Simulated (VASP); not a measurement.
A run of VASP 6.6.1:

INCAR

```
  PREC = Accurate
  ENCUT = 600
  EDIFF = 1E-7
  ISMEAR = 0
  SIGMA = 0.01
  LREAL = F
  LASPH = T
  NELM = 100
  ALGO = Normal
  ISIF = 3
  LWAVE = F
  LCHARG = F
  GGA = CA
  IBRION = 2
  NSW = 60
  EDIFFG = -0.05
  PSTRESS = 200.0
```

Contents of KPOINTS:

```
regular mesh
0
Gamma
  4 4 3
```

File POSCAR:

```
NaLiICl
1.0
    4.0916360000      0.0000000000      0.0000000000
    0.0000000000      4.0916360000      0.0000000000
    0.0000000000      0.0000000000      6.2153440000
Na Li I Cl
1 1 1 1
Direct
    0.5000000000      0.5000000000      0.5000000000
    0.0000000000      0.0000000000      0.0000000000
    0.5000000000      0.5000000000      0.0000000000
    0.0000000000      0.0000000000      0.5000000000
```

Potentials or basis: VASP PAW LDA potentials, release 64 (Na_pv, Li_sv, I, Cl).

Run with:

```console
$ cat potpaw_LDA.64/Na_pv/POTCAR potpaw_LDA.64/Li_sv/POTCAR potpaw_LDA.64/I/POTCAR potpaw_LDA.64/Cl/POTCAR > POTCAR
$ mpirun -np 1 vasp_std > vasp.out
```

Hardware: 1 thread of Intel(R) Xeon(R) Platinum 8488C (Sapphire Rapids), on a shared host.

How long does it take, and how much memory?

It took 110 s on 1 thread of Intel(R) Xeon(R) Platinum 8488C (Sapphire Rapids), with other jobs on the host, peak memory 0.22 GiB. Counts: scf iterations 73, k points 12, ion steps 8.
